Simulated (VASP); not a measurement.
# TiAl: single point with PBEsol

Crystal: TiAl.

```
Ti Al
1.0
     2.88160    0.00000    0.00000
    -1.44080    2.48312    0.00000
     0.00000    0.00000    4.67808
Ti Al
1 1
Direct
  0.00000 0.00000 0.00000
  0.33333 0.66667 0.50000
```

This cell differs from its parent crystal: strain +0.0050 x Voigt [1, 0, 0, 0, 0, 0].

```json
{"Program": "VASP 6.6.1", "Task": "single point", "Functional": "PBEsol", "Potentials or basis": "VASP PAW PBE potentials, release 64 (Ti_sv, Al)", "Cutoff": "520 eV", "k mesh": "18 × 18 × 10", "Occupations": "gaussian, width 0.15 eV", "Spin": "no spin polarisation", "Dipole correction": "no", "Further INCAR settings": "ALGO = Fast; EDIFF = 1e-07; NBANDS = 14"}
```

The pressure is -3.3 GPa and the largest force is 0.015 eV/Å. The band gap on the k mesh is zero (an odd number of electrons rules out a gap without spin polarisation).

Forces in eV/Å, atoms in the order of the input:
```
Ti   0.000 -0.015  0.000
Al   0.000  0.015  0.000
```

Stress tensor (GPa, compression positive):
```
-3.18  0.00  0.00
 0.00 -2.77  0.00
 0.00  0.00 -4.02
```

Levels at points of the mesh, in eV from the Fermi level:
```tsv
k point	band 4	band 5	band 6	band 7	band 8	band 9	band 10	band 11	band 12	band 13
(0.00, 0.00, 0.00)	-32.31	-8.89	-2.29	-1.80	1.24	1.30	2.73	2.74	3.90	12.75
(0.50, 0.00, 0.00)	-32.44	-3.70	-2.83	-1.52	-0.98	2.08	3.92	4.05	4.13	5.33
(0.00, 0.50, 0.00)	-32.45	-3.67	-2.78	-1.51	-0.97	2.05	3.93	4.06	4.16	5.37
(0.00, 0.00, 0.50)	-32.31	-7.99	-5.26	-0.42	1.25	1.31	2.65	2.67	6.79	10.95
(0.50, 0.00, 0.50)	-32.44	-3.64	-2.40	-1.81	0.51	0.94	1.89	2.92	3.92	6.49
(0.00, 0.50, 0.50)	-32.45	-3.61	-2.36	-1.81	0.55	0.96	1.85	2.94	3.93	6.52
```

Wall time 19 min on 1 thread of Intel Xeon 8259CL (shared host), peak memory 0.38 GiB.

Caveat: the cell differs from its parent crystal (strain +0.0050 x Voigt [1, 0, 0, 0, 0, 0]); the cell stands under tension; the PAW data sets were made with another functional, which shifts forces and pressure a little.
